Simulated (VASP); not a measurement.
Crystal: Ba3Os.

```
Ba Os
1.0
     4.97901    0.00000    0.00000
     0.00000    4.97901    0.00000
     0.00000    0.00000    4.97901
Ba Os
3 1
Direct
  0.00000 0.50000 0.50000
  0.50000 0.00000 0.50000
  0.50000 0.50000 0.00000
  0.00000 0.00000 0.00000
```

| Property | Result |
| --- | --- |
| Program | VASP 6.6.1 |
| Task | relaxation of cell and atoms |
| Functional | PBE |
| Potentials or basis | VASP PAW PBE potentials, release 64 (Ba_sv, Os) |
| Cutoff | 600 eV |
| k mesh | 10 × 10 × 10 |
| Occupations | gaussian, width 0.1 eV |
| Spin | no spin polarisation |

At the start: pressure 4.4 GPa; volume 30.86 Å³/atom.

Question: Where does the relaxation end?

Answer: Over 3 steps the energy falls by 52.3 meV/atom and the volume is 35.24 Å³/atom (+14.2 %); space group Pm-3m (No. 221, to 0.1 Å) before and after.

The path:
```
step  energy change (eV)  largest force (eV/Å)  pressure (GPa)  volume (Å³)
   1              0.0000                0.0000            4.39       123.43
   2             -0.2076                0.0000            0.30       139.15
   3             -0.2091                0.0000           -0.03       140.97
```

Final structure:
```yaml
crystal:
  lattice:
    - [5.20449, 0.00000, 0.00000]
    - [0.00000, 5.20449, 0.00000]
    - [0.00000, 0.00000, 5.20449]
  atoms:
    - { symbol: Ba, position: [0.00000, 0.50000, 0.50000] }
    - { symbol: Ba, position: [0.50000, 0.00000, 0.50000] }
    - { symbol: Ba, position: [0.50000, 0.50000, 0.00000] }
    - { symbol: Os, position: [0.00000, 0.00000, 0.00000] }
```
